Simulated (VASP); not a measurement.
# Pr (Fm-3m) in VASP: a series of runs, part 2 of 2

VASP 6.6.1. The steps go on from the part before.

## (4) Single point, r2SCAN

This run uses another cell than the first one, of 22.89 Å³/atom, 1.033 times its volume.

The input, POSCAR:

```
Pr
1.0
    0.0000000000      2.2536491730      2.2536491730
    2.2536491730      0.0000000000      2.2536491730
    2.2536491730      2.2536491730      0.0000000000
Pr
1
Direct
    0.0000000000      0.0000000000      0.0000000000
```

The input, INCAR.step1:

```
  PREC = Accurate
  ENCUT = 520
  ISMEAR = -1
  SIGMA = 0.1
  LREAL = False
  LASPH = True
  NELM = 80
  NBANDS = 12
  GGA = PE
  ALGO = Normal
  EDIFF = 1E-4
  LWAVE = True
  LCHARG = False
```

The input, INCAR.step2:

```
  PREC = Accurate
  ENCUT = 520
  EDIFF = 1E-7
  ISMEAR = -1
  SIGMA = 0.1
  LREAL = False
  LASPH = True
  NELM = 80
  ALGO = Normal
  ISIF = 2
  LWAVE = False
  LCHARG = False
  METAGGA = R2SCAN
  LMIXTAU = True
  NBANDS = 12
  ISTART = 1
```

The input, KPOINTS:

```
regular mesh
0
Gamma
  13 13 13
```

Potentials or basis: VASP PAW PBE potentials, release 64 (Pr).

Started as:

```sh
cat potpaw_PBE.64/Pr/POTCAR > POTCAR
cp INCAR.step1 INCAR
mpirun -np 1 vasp_std > vasp.out
cp INCAR.step2 INCAR
mpirun -np 1 vasp_std > vasp.out
```

OUTCAR:

```text
PREC = Accurate
   ENCUT = 520
   EDIFF = 1E-7
   ISMEAR = -1
   LREAL = False
   LASPH = True
   NELM = 80
   ISIF = 2
   METAGGA = R2SCAN
   ISTART = 1

 ion  position               nearest neighbor table
   1  0.000  0.000  0.000-

  LATTYP: Found a face centered cubic cell.
 ALAT       =     4.5072983460

  Lattice vectors:

 A1 = (   0.0000000000,   2.2536491730,   2.2536491730)
 A2 = (   2.2536491730,   0.0000000000,   2.2536491730)
 A3 = (   2.2536491730,   2.2536491730,   0.0000000000)

Analysis of symmetry for initial positions (statically):
=====================================================================
 Subroutine PRICEL returns:
 Original cell was already a primitive cell.

 Routine SETGRP: Setting up the symmetry group for a
 face centered cubic supercell.

 Subroutine GETGRP returns: Found 48 space group operations
 (whereof 48 operations were pure point group operations)
 out of a pool of 48 trial point group operations.

The static configuration has the point symmetry O_h .

Analysis of symmetry for dynamics (positions and initial velocities):
=====================================================================
 Subroutine PRICEL returns:
 Original cell was already a primitive cell.

 Routine SETGRP: Setting up the symmetry group for a
 face centered cubic supercell.

 Subroutine GETGRP returns: Found 48 space group operations
 (whereof 48 operations were pure point group operations)
 out of a pool of 48 trial point group operations.

The dynamic configuration has the point symmetry O_h .

 Subroutine INISYM returns: Found 48 space group operations
 (whereof 48 operations are pure point group operations),
 and found     1 'primitive' translations

----------------------------------------------------------------------------------------

                                     Primitive cell

[... 106 lines left out ...]
   IMIX   =      4    mixing-type and parameters
     AMIX     =   0.40;   BMIX     =  1.00
     AMIX_MAG =   1.60;   BMIX_MAG =  1.00
  volume/ion in A,a.u.               =      22.89       154.48
  Fermi-wavevector in a.u.,A,eV,Ry     =   1.355688  2.561878 25.005998  1.837889
  Thomas-Fermi vector in A             =   2.482754
   LORBIT       =      0    0 simple, 1 ext, 2 COOP (PROOUT), +10 PAW based schemes
   METAGGA = R2SCAN    functional components
   LHFCALC =     F    Hartree Fock is set to
   AEXX    =    0.0000 exact exchange contribution
   IVDW    =     0    specifies the selected vdW correction
   LEPSILON=     F    determine dielectric tensor
   LRPA    =     F    only Hartree local field effects (RPA)
 non-spin polarized calculation
  energy-cutoff  :      520.00
  volume of cell :       22.89
 maximum number of plane-waves:       628
   NGX = 11   NGY = 11   NGZ = 11

 number of electron      12.9999998 magnetization

 Free energy of the ion-electron system (eV)
  ---------------------------------------------------
  ext. energy  EPLUGINS =         0.00000000
  ---------------------------------------------------
  free energy    TOTEN  =       -30.07200399 eV

  energy without entropy =      -29.86718318  energy(sigma->0) =      -29.96959359

 E-fermi :  10.0408     XC(G=0): -12.9311

 val. band max:       10.0327097684   @ k =  -0.3846   0.3077   0.0000
 cond. band min:      10.0408277997   @ k =   0.3077   0.2308   0.0769
 fundamental gap:      0.0081180313
 Fermi energy:        10.0408124439

 k-point     1 :       0.0000    0.0000    0.0000
  band No.  band energies     occupation
      1     -27.5721      2.00000
      2      -6.9367      2.00000
      3      -6.9367      2.00000
      4      -6.9367      2.00000
      5       7.2716      2.00000
      6       9.2076      1.99952
      7      10.0321      1.04367
      8      10.0321      1.04353
      9      10.0321      1.04350
     10      11.0917      0.00005
     11      11.0917      0.00005
     12      11.0917      0.00005
[... 331 lines left out ...]
 k-point    24 :       0.4615    0.1538    0.0000
  band No.  band energies     occupation
      1     -26.7757      2.00000
      2     -10.2930      2.00000
      3      -7.9089      2.00000
      4      -7.6263      2.00000
      5       8.3272      2.00000
      6       9.2887      1.99892
      7      10.1009      0.70813
      8      10.3406      0.09502
      9      10.4095      0.04888
     10      10.5908      0.00814
     11      10.6312      0.00544
     12      10.7846      0.00118

 [... further k-points ...]
[... 5 lines left out ...]
  --------------------------------------------------------------------------------------
  -------------------------------------------------------------------------------------
  Total        0.2469074      0.2469074      0.2469074      0.0000000      0.0000000      0.0000000
  in kB       17.2804789     17.2804789     17.2804789      0.0000000      0.0000000      0.0000000
  external PRESSURE =      17.2804789 kB  Pullay stress =       0.0000000 kB

 VOLUME and BASIS-vectors are now :
 -----------------------------------------------------------------------------
  energy-cutoff  :      520.00
  volume of cell :       22.89
      direct lattice vectors                 reciprocal lattice vectors
     0.000000000  2.253649173  2.253649173    -0.221862394  0.221862394  0.221862394
     2.253649173  0.000000000  2.253649173     0.221862394 -0.221862394  0.221862394
     2.253649173  2.253649173  0.000000000     0.221862394  0.221862394 -0.221862394

 POSITION                                       TOTAL-FORCE (eV/Angst)
 -----------------------------------------------------------------------------------
      0.00000      0.00000      0.00000         0.000000     -0.000000     -0.000000
 -----------------------------------------------------------------------------------
    total drift:                                0.000000      0.000000      0.000000

  FREE ENERGIE OF THE ION-ELECTRON SYSTEM (eV)
  ---------------------------------------------------
  free  energy   TOTEN  =       -30.0720039944 eV

  energy  without entropy=      -29.8671831840  energy(sigma->0) =      -29.96959359
```

OSZICAR.step1:

```text
N       E                     dE             d eps       ncg     rms          rms(c)
DAV:   1     0.991226766355E+02    0.99123E+02   -0.50282E+03  2064   0.233E+03
DAV:   2    -0.937307529003E+00   -0.10006E+03   -0.97198E+02  2824   0.296E+02
DAV:   3    -0.907975629282E+01   -0.81424E+01   -0.77838E+01  3212   0.138E+02
DAV:   4    -0.945134394059E+01   -0.37159E+00   -0.35010E+00  3896   0.184E+01
DAV:   5    -0.947038550328E+01   -0.19042E-01   -0.18540E-01  3336   0.347E+00    0.404E+01
DAV:   6    -0.131464321972E+02   -0.36760E+01   -0.15338E+02  3656   0.127E+02    0.292E+01
DAV:   7    -0.573881763323E+01    0.74076E+01   -0.51267E+01  3804   0.898E+01    0.153E+01
DAV:   8    -0.527797215282E+01    0.46085E+00   -0.76442E+00  3672   0.388E+01    0.363E+00
DAV:   9    -0.526736687974E+01    0.10605E-01   -0.47117E-01  3804   0.106E+01    0.128E+00
DAV:  10    -0.526335374442E+01    0.40131E-02   -0.52522E-02  3872   0.325E+00    0.379E-01
DAV:  11    -0.526363110071E+01   -0.27736E-03   -0.20137E-03  2980   0.283E-01    0.237E-01
DAV:  12    -0.526367974121E+01   -0.48640E-04   -0.66523E-04  2368   0.261E-01
   1 F= -.52636797E+01 E0= -.51521284E+01  d E =-.223103E+00
```

It took 4.5 min on 1 thread of AMD EPYC 7R43 (Zen 3), shared host; peak memory 0.13 GiB.

What came out:

```
Free energy : -30.0720 eV
Pressure    : 1.7 GPa
```

Levels at points of the mesh, in eV from the Fermi level:
```tsv
k point	band 4	band 5	band 6	band 7	band 8	band 9
(0.00, 0.00, 0.00)	-16.98	-2.77	-0.83	-0.01	-0.01	-0.01
```

Caveat: the PAW data sets were made with another functional, which shifts forces and pressure a little; spin-orbit coupling is left out, which moves the levels of the heavy elements.
